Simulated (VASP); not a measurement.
# ZnO in VASP: further runs

ZnO is run at these levels: PBE, r2SCAN; tasks: single point.

All numbers are computed with VASP 6.6.1; they aren't measurements. Logs are shortened: lines on timing, memory, paths and dates and some standing lists are left out, and cuts for length are marked.

## 1. The cell of the first run

It takes space group Fm-3m (No. 225, cubic). Conventional cell: a = 4.494 Å, b = 4.494 Å, c = 4.494 Å, α = 90.00°, β = 90.00°, γ = 90.00°. Zn (site symmetry m-3m) has 6 O at 2.25 Å within 3.0 Å. Within 3.0 Å of O (site symmetry m-3m) lie 6 Zn at 2.25 Å.

## 2. Single point, PBE (strain +5.3%)

File INCAR:

```
ALGO = Normal
EDIFF = 1E-7
ENCUT = 520
GGA = PE
ISIF = 2
ISMEAR = -1
LASPH = T
LCHARG = F
LREAL = F
LWAVE = F
NBANDS = 16
NELM = 80
PREC = Accurate
SIGMA = 0.02
```

File KPOINTS:

```
k-points
0
Gamma
  10 10 10
```

File POSCAR:

```
ZnO
1.0
    0.0000000000      2.2468602273      2.2468602273
    2.2468602273      0.0000000000      2.2468602273
    2.2468602273      2.2468602273      0.0000000000
Zn O
1 1
Direct
    0.0000000000      0.0000000000      0.0000000000
    0.5000000000      0.5000000000      0.5000000000
```

Potentials or basis: VASP PAW PBE potentials, release 64 (Zn, O).

The run is started by

```console
$ cat potpaw_PBE.64/Zn/POTCAR potpaw_PBE.64/O/POTCAR > POTCAR
$ mpirun -np 1 vasp_std > vasp.out
```

OUTCAR:

```text
EDIFF = 1E-7
   ENCUT = 520
   GGA = PE
   ISIF = 2
   ISMEAR = -1
   LASPH = T
   LREAL = F
   NELM = 80
   PREC = Accurate

 ion  position               nearest neighbor table
   1  0.000  0.000  0.000-   2 2.25   2 2.25   2 2.25   2 2.25   2 2.25   2 2.25
   2  0.500  0.500  0.500-   1 2.25   1 2.25   1 2.25   1 2.25   1 2.25   1 2.25

  LATTYP: Found a face centered cubic cell.
 ALAT       =     4.4937204546

  Lattice vectors:

 A1 = (   0.0000000000,   2.2468602273,   2.2468602273)
 A2 = (   2.2468602273,   0.0000000000,   2.2468602273)
 A3 = (   2.2468602273,   2.2468602273,   0.0000000000)

Analysis of symmetry for initial positions (statically):
=====================================================================
 Subroutine PRICEL returns:
 Original cell was already a primitive cell.

 Routine SETGRP: Setting up the symmetry group for a
 face centered cubic supercell.

 Subroutine GETGRP returns: Found 48 space group operations
 (whereof 48 operations were pure point group operations)
 out of a pool of 48 trial point group operations.

The static configuration has the point symmetry O_h .

Analysis of symmetry for dynamics (positions and initial velocities):
=====================================================================
 Subroutine PRICEL returns:
 Original cell was already a primitive cell.

 Routine SETGRP: Setting up the symmetry group for a
 face centered cubic supercell.

 Subroutine GETGRP returns: Found 48 space group operations
 (whereof 48 operations were pure point group operations)
 out of a pool of 48 trial point group operations.

The dynamic configuration has the point symmetry O_h .

 Subroutine INISYM returns: Found 48 space group operations
 (whereof 48 operations are pure point group operations),
 and found     1 'primitive' translations

----------------------------------------------------------------------------------------

                                     Primitive cell

  volume of cell :      22.6860

  direct lattice vectors                    reciprocal lattice vectors
     0.000000000  2.246860227  2.246860227    -0.222532757  0.222532757  0.222532757
     2.246860227  0.000000000  2.246860227     0.222532757 -0.222532757  0.222532757
     2.246860227  2.246860227  0.000000000     0.222532757  0.222532757 -0.222532757

[... 73 lines left out ...]
 SYSTEM =  unknown system
   PREC   = accura    normal or accurate (medium, high low for compatibility)
   ISTART =      0    job   : 0-new  1-cont  2-samecut
   ICHARG =      2    charge: 1-file 2-atom 10-const
   ISPIN  =      1    spin polarized calculation?
   LNONCOLLINEAR =      F non collinear calculations
   LSORBIT =      F    spin-orbit coupling
   LASPH  =      T    aspherical Exc in radial PAW
   ENCUT  =  520.0 eV  38.22 Ry    6.18 a.u.   5.91  5.91  5.91*2*pi/ulx,y,z
   NELM   =     80;   NELMIN=  2; NELMDL= -5     # of ELM steps
   EDIFF  = 0.1E-06   stopping-criterion for ELM
   LREAL  =      F    real-space projection
   EDIFFG = 0.1E-05   stopping-criterion for IOM
   NSW    =      0    number of steps for IOM
   IBRION =     -1    ionic relax: 0-MD 1-quasi-New 2-CG
   NFREE  =      0    steps in history (QN), initial steepest desc. (CG)
   ISIF   =      2    stress and relaxation
   ISYM   =      2    0-nonsym 1-usesym 2-fastsym
   POTIM  = 0.5000    time-step for ionic-motion
   TEBEG  =    0.0;   TEEND  =   0.0 temperature during run
   PSTRESS=    0.0 pullay stress
   NELECT =      18.0000    total number of electrons
   NUPDOWN=      -1.0000    fix difference up-down
   EMIN   =  10.00;   EMAX   =-10.00  energy-range for DOS
   EFERMI =   0.00;   METHOD = LEGACY
   ISMEAR =    -1;   SIGMA  =   0.02  broadening in eV -4-tet -1-fermi 0-gaus
   EFERMI_NEDOS =   21; number of points for ismear=-14 and -15
   IALGO  =     38    algorithm
   IMIX   =      4    mixing-type and parameters
     AMIX     =   0.40;   BMIX     =  1.00
     AMIX_MAG =   1.60;   BMIX_MAG =  1.00
  volume/ion in A,a.u.               =      11.34        76.55
  Fermi-wavevector in a.u.,A,eV,Ry     =   1.515583  2.864036 31.252455  2.296991
  Thomas-Fermi vector in A             =   2.625087
   LORBIT       =      0    0 simple, 1 ext, 2 COOP (PROOUT), +10 PAW based schemes
   GGA     = PE    functional components
   LHFCALC =     F    Hartree Fock is set to
   AEXX    =    0.0000 exact exchange contribution
   IVDW    =     0    specifies the selected vdW correction
   LEPSILON=     F    determine dielectric tensor
   LRPA    =     F    only Hartree local field effects (RPA)
 non-spin polarized calculation
  energy-cutoff  :      520.00
  volume of cell :       22.69
 maximum number of plane-waves:       620
   NGX = 11   NGY = 11   NGZ = 11

 number of electron      17.9999996 magnetization

 Free energy of the ion-electron system (eV)
  ---------------------------------------------------
  ext. energy  EPLUGINS =         0.00000000
  ---------------------------------------------------
  free energy    TOTEN  =        -8.52686826 eV

  energy without entropy =       -8.52686494  energy(sigma->0) =       -8.52686660

 E-fermi :   1.5121     XC(G=0): -11.4860

 val. band max:        1.3496560729   @ k =   0.5000   0.0000   0.0000
 cond. band min:       1.6177505566   @ k =   0.0000   0.0000   0.0000
 fundamental gap:      0.2680944838
 Fermi energy:         1.5120518516

 k-point     1 :       0.0000    0.0000    0.0000
  band No.  band energies     occupation
      1     -16.0424      2.00000
      2      -3.3486      2.00000
      3      -3.3486      2.00000
      4      -3.3486      2.00000
      5      -3.1913      2.00000
      6      -3.1913      2.00000
[... 433 lines left out ...]
      3      -3.6023      2.00000
      4      -3.2644      2.00000
      5      -3.1338      2.00000
      6      -3.0253      2.00000
[... 8 lines left out ...]
     15      26.5111      0.00000
     16      27.0220      0.00000

 [... further k-points ...]
[... 5 lines left out ...]
  --------------------------------------------------------------------------------------
  -------------------------------------------------------------------------------------
  Total       -1.9492681     -1.9492681     -1.9492681      0.0000000      0.0000000     -0.0000000
  in kB     -137.6651403   -137.6651403   -137.6651403      0.0000000      0.0000000     -0.0000000
  external PRESSURE =    -137.6651403 kB  Pullay stress =       0.0000000 kB

 VOLUME and BASIS-vectors are now :
 -----------------------------------------------------------------------------
  energy-cutoff  :      520.00
  volume of cell :       22.69
      direct lattice vectors                 reciprocal lattice vectors
     0.000000000  2.246860227  2.246860227    -0.222532757  0.222532757  0.222532757
     2.246860227  0.000000000  2.246860227     0.222532757 -0.222532757  0.222532757
     2.246860227  2.246860227  0.000000000     0.222532757  0.222532757 -0.222532757

 POSITION                                       TOTAL-FORCE (eV/Angst)
 -----------------------------------------------------------------------------------
      0.00000      0.00000      0.00000         0.000000     -0.000000      0.000000
      2.24686      2.24686      2.24686        -0.000000      0.000000     -0.000000
 -----------------------------------------------------------------------------------
    total drift:                                0.000000     -0.000000     -0.000000

  FREE ENERGIE OF THE ION-ELECTRON SYSTEM (eV)
  ---------------------------------------------------
  free  energy   TOTEN  =        -8.5268682649 eV

  energy  without entropy=       -8.5268649350  energy(sigma->0) =       -8.52686660
```

OSZICAR:

```text
N       E                     dE             d eps       ncg     rms          rms(c)
DAV:   1     0.930666183365E+02    0.93067E+02   -0.97713E+03  1568   0.166E+03
DAV:   2    -0.498228319577E+01   -0.98049E+02   -0.87921E+02  1672   0.294E+02
DAV:   3    -0.100522900184E+02   -0.50700E+01   -0.50531E+01  1696   0.670E+01
DAV:   4    -0.100776673358E+02   -0.25377E-01   -0.25376E-01  1872   0.479E+00
DAV:   5    -0.100777533721E+02   -0.86036E-04   -0.86036E-04  1680   0.255E-01    0.821E+00
DAV:   6    -0.858039926374E+01    0.14974E+01   -0.32533E+00  2272   0.554E+01    0.523E+00
DAV:   7    -0.854646715697E+01    0.33932E-01   -0.55390E-01  1744   0.118E+01    0.276E+00
DAV:   8    -0.852999976777E+01    0.16467E-01   -0.97910E-02  1552   0.285E+00    0.469E-01
DAV:   9    -0.852674568159E+01    0.32541E-02   -0.74593E-03  2224   0.121E+00    0.116E-01
DAV:  10    -0.852682953270E+01   -0.83851E-04   -0.14162E-03  1576   0.297E-01    0.512E-02
DAV:  11    -0.852686934969E+01   -0.39817E-04   -0.39781E-05  1728   0.747E-02    0.943E-03
DAV:  12    -0.852686909865E+01    0.25105E-06   -0.15077E-06  1824   0.234E-02    0.724E-03
DAV:  13    -0.852686840324E+01    0.69541E-06   -0.18165E-06  2032   0.178E-02    0.482E-04
DAV:  14    -0.852686829087E+01    0.11237E-06   -0.84947E-08   968   0.284E-03    0.276E-04
DAV:  15    -0.852686826491E+01    0.25958E-07   -0.51961E-09   784   0.148E-03
   1 F= -.85268683E+01 E0= -.85268666E+01  d E =-.332988E-05
```

stdout:

```text
POSCAR found type information on POSCAR ZnO
 POSCAR found :  2 types and       2 ions
 scaLAPACK will be used
 LDA part: xc-table for (Slater+PW92), standard interpolation
 POSCAR, INCAR and KPOINTS ok, starting setup
 FFT: planning ... GRIDC
 FFT: planning ... GRID_SOFT
 FFT: planning ... GRID
 WAVECAR not read
 entering main loop
```

Run time: 38 s. Hardware: 1 thread of AMD EPYC 7R13, shared host; peak memory 0.12 GiB.

Results:

```
Free energy            : -8.5269 eV
Pressure               : -13.8 GPa
Band gap on the k mesh : 0.27 eV, indirect (least direct gap 1.16 eV)
```

Caveat: the cell differs from its parent crystal (strain +5.3%). A k mesh can miss the band edges.

[end of part 1 of 2]
